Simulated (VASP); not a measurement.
# C (Cm) in VASP: a series of runs, part 2 of 2

VASP 6.6.1. The steps go on from the part before.

## 3. Single point, LDA

INCAR reads:

```
ALGO = Normal ; EDIFF = 1E-6
ENCUT = 910 ; GGA = CA
GGA_COMPAT = False ; ISIF = 2
ISMEAR = 0 ; LASPH = True
LCHARG = True ; LELF = True
LREAL = False ; LVHAR = True
LWAVE = False ; NBANDS = 31
NELM = 120 ; PREC = Accurate
SIGMA = 0.05
```

KPOINTS reads:

```
k-points
0
Gamma
  10 10 3
```

POSCAR reads:

```
C
1.0
   -2.4912907516      0.0000000000      0.0000000000
   -1.2456453758     -2.1575210791      0.0000000000
    0.3114113440      0.1797934232     10.2538776052
C
10
Direct
   -0.1937203619     -0.1937203619      0.8741556576
    0.7938703619      0.7938703619      0.7252443424
    0.0772489124      0.0772489124      0.1257869493
    0.7729010876      0.7729010876      0.4736130507
    0.0896664158      0.0896664158      0.2747969895
    0.7604835842      0.7604835842      0.3246030105
    0.1437911442      0.1437911442      0.9242937306
    0.4563588558      0.4563588558      0.6751062694
    0.4064054672      0.4064054672      0.0756656066
    0.4437445328      0.4437445328      0.5237343934
```

Potentials or basis: VASP PAW LDA potentials, release 64 (C_h).

Started as:

```console
$ cat potpaw_LDA.64/C_h/POTCAR > POTCAR
$ mpirun -np 1 vasp_std > vasp.out
```

OUTCAR:

```text
EDIFF = 1E-6
   ENCUT = 910
   GGA = CA
   ISIF = 2
   ISMEAR = 0
   LASPH = True
   LREAL = False
   NELM = 120
   PREC = Accurate

 ion  position               nearest neighbor table
   1  0.806  0.806  0.874-
   2  0.794  0.794  0.725-
   3  0.077  0.077  0.126-
   4  0.773  0.773  0.474-
   5  0.090  0.090  0.275-
   6  0.760  0.760  0.325-
   7  0.144  0.144  0.924-
   8  0.456  0.456  0.675-
   9  0.406  0.406  0.076-
  10  0.444  0.444  0.524-

  LATTYP: Found a base centered monoclinic cell.
 ALAT       =     4.3150421582
 B/A-ratio  =     0.5773502692
 C/A-ratio  =     2.3777706811
 COS(beta)  =    -0.0350468336

  Lattice vectors:

 A1 = (  -2.4912907516,   0.0000000000,   0.0000000000)
 A2 = (  -1.2456453758,  -2.1575210791,   0.0000000000)
 A3 = (   0.3114113440,   0.1797934232,  10.2538776052)

Analysis of symmetry for initial positions (statically):
[... 186 lines left out ...]
  free energy    TOTEN  =       -97.49251693 eV

  energy without entropy =      -97.49220910  energy(sigma->0) =      -97.49236301

 E-fermi :  11.8678     XC(G=0): -13.8241

 val. band max:       11.7957496717   @ k =   0.1000   0.0000  -0.0000
 cond. band min:      11.8748097316   @ k =   0.1000   0.1000  -0.0000
 fundamental gap:      0.0790600599
 Fermi energy:        11.8678036663

 k-point     1 :       0.0000    0.0000    0.0000
  band No.  band energies     occupation
      1     -10.3675      2.00000
      2      -9.3108      2.00000
      3      -9.1926      2.00000
      4      -6.1132      2.00000
      5      -5.9682      2.00000
      6      -0.3320      2.00000
[... 805 lines left out ...]
     30      21.5953      0.00000
     31      22.7656      0.00000

 [... further k-points ...]
[... 5 lines left out ...]
  --------------------------------------------------------------------------------------
  -------------------------------------------------------------------------------------
  Total       -2.3973173      0.0881446      6.4643304     -2.1524731      4.9746837      8.6164049
  in kB      -69.6896853      2.5623506    187.9172000    -62.5720986    144.6133760    250.4777140
  external PRESSURE =      40.2632884 kB  Pullay stress =       0.0000000 kB

 VOLUME and BASIS-vectors are now :
 -----------------------------------------------------------------------------
  energy-cutoff  :      910.00
  volume of cell :       55.11
      direct lattice vectors                 reciprocal lattice vectors
    -2.491290752  0.000000000  0.000000000    -0.401398351  0.231747446  0.008127007
    -1.245645376 -2.157521079  0.000000000     0.000000000 -0.463494892  0.008127007
     0.311411344  0.179793423 10.253877605     0.000000000  0.000000000  0.097524082

 POSITION                                       TOTAL-FORCE (eV/Angst)
 -----------------------------------------------------------------------------------
     -2.74079     -1.58240      8.96349         0.223237      0.128886      0.145286
     -2.74079     -1.58240      7.43657        -0.220011     -0.127024     -0.360608
     -0.24950     -0.14405      1.28980         0.540111      0.311833      0.022379
     -2.74079     -1.58240      4.85637         0.047076      0.027179      0.059315
     -0.24950     -0.14405      2.81773         0.529027      0.305434      0.533939
     -2.74079     -1.58240      3.32844         0.007370      0.004255     -0.091301
     -0.24950     -0.14405      9.47759        -4.182540     -2.414791     -2.657092
     -1.49515     -0.86322      6.92246         0.013851      0.007997      0.033850
     -1.49515     -0.86322      0.77587         3.068866      1.771811      2.368491
     -1.49515     -0.86322      5.37031        -0.026986     -0.015581     -0.054260
 -----------------------------------------------------------------------------------
    total drift:                                0.000011      0.000006     -0.000049

  FREE ENERGIE OF THE ION-ELECTRON SYSTEM (eV)
  ---------------------------------------------------
  free  energy   TOTEN  =       -97.4925169259 eV

  energy  without entropy=      -97.4922091040  energy(sigma->0) =      -97.49236301
```

It took 3.9 min on 1 thread of AMD EPYC 9R45 (Zen 5), shared host; peak memory 0.32 GiB.

What came out:

| Quantity | Value |
| --- | --- |
| Free energy | -97.4925 eV |
| Pressure | 4.0 GPa |
| Largest force | 5.512 eV/Å |
| Band gap on the k mesh | zero (bands 20 and 21 overlap by 0.22 eV) |

Forces in eV/Å, atoms in the order of the input:
```
C    0.223  0.129  0.145
C   -0.220 -0.127 -0.361
C    0.540  0.312  0.022
C    0.047  0.027  0.059
C    0.529  0.305  0.534
C    0.007  0.004 -0.091
C   -4.183 -2.415 -2.657
C    0.014  0.008  0.034
C    3.069  1.772  2.368
C   -0.027 -0.016 -0.054
```

Caveat: the cutoff is under 1.25 times the usual one of these potentials, so pressure, stress and relaxed cells hold a basis-set (Pulay) error; the cell stands under pressure; forces of over 1 eV/Å act on the atoms, so gaps and moduli don't describe the material at rest.
